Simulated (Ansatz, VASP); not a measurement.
## Two plane-wave programs on TaN

```
Ta N
1.0
    -4.57500    2.64138    4.94000
     4.57500   -2.64138    4.94000
     4.57500    7.92413   -4.94000
Ta N
24 24
Direct
  0.16667 0.00000 0.16667
  0.66667 0.50000 0.16667
  0.50000 0.83333 0.33333
  0.00000 0.33333 0.33333
  0.83333 0.66667 0.50000
  0.33333 0.16667 0.50000
  0.16667 0.50000 0.66667
  0.66667 0.00000 0.66667
  0.50000 0.33333 0.83333
  0.00000 0.83333 0.83333
  0.83333 0.16667 0.00000
  0.33333 0.66667 0.00000
  0.25000 0.41667 0.16667
  0.75000 0.91667 0.16667
  0.58333 0.25000 0.33333
  0.08333 0.75000 0.33333
  0.91667 0.08333 0.50000
  0.41667 0.58333 0.50000
  0.25000 0.91667 0.66667
  0.75000 0.41667 0.66667
  0.58333 0.75000 0.83333
  0.08333 0.25000 0.83333
  0.91667 0.58333 0.00000
  0.41667 0.08333 0.00000
  0.35917 0.19250 0.16667
  0.85917 0.69250 0.16667
  0.69250 0.02583 0.33333
  0.19250 0.52583 0.33333
  0.02583 0.85917 0.50000
  0.52583 0.35917 0.50000
  0.35917 0.69250 0.66667
  0.85917 0.19250 0.66667
  0.69250 0.52583 0.83333
  0.19250 0.02583 0.83333
  0.02583 0.35917 0.00000
  0.52583 0.85917 0.00000
  0.44250 0.60917 0.16667
  0.94250 0.10917 0.16667
  0.77583 0.44250 0.33333
  0.27583 0.94250 0.33333
  0.10917 0.27583 0.50000
  0.60917 0.77583 0.50000
  0.44250 0.10917 0.66667
  0.94250 0.60917 0.66667
  0.77583 0.94250 0.83333
  0.27583 0.44250 0.83333
  0.10917 0.77583 0.00000
  0.60917 0.27583 0.00000
```

Alike in both runs: task single point; functional PBE; k mesh 2 × 2 × 2; occupations gaussian, width 0.05 eV; no spin polarisation.

|  | VASP | Ansatz |
| --- | --- | --- |
| version | VASP 6.6.1 | Ansatz 0.2.0 |
| potentials or method | VASP PAW PBE potentials, release 64 (Ta_pv, N), cutoff 520 eV | scalar-relativistic, plane waves, PAW |
| valence electrons in the cell | 384 | 432 |

```csv
,VASP,Ansatz,Ansatz less VASP
gap on the k mesh at the Fermi level (eV),none,none,-
rms of the force components (eV/Å),1.493,1.472,-0.0208
```

Atom by atom the forces differ by 0.021 eV/Å (rms over components). A gap of «none» marks a metal or a gap that the smearing closes. VASP's potentials hold 384 valence electrons a cell and Ansatz's 432, so a difference there can come from the potentials and not from the codes. Ansatz's warnings: structure snapped to symmetry.

The k mesh is coarse, so the values compare programs but aren't converged. Neither program's run includes spin-orbit coupling.
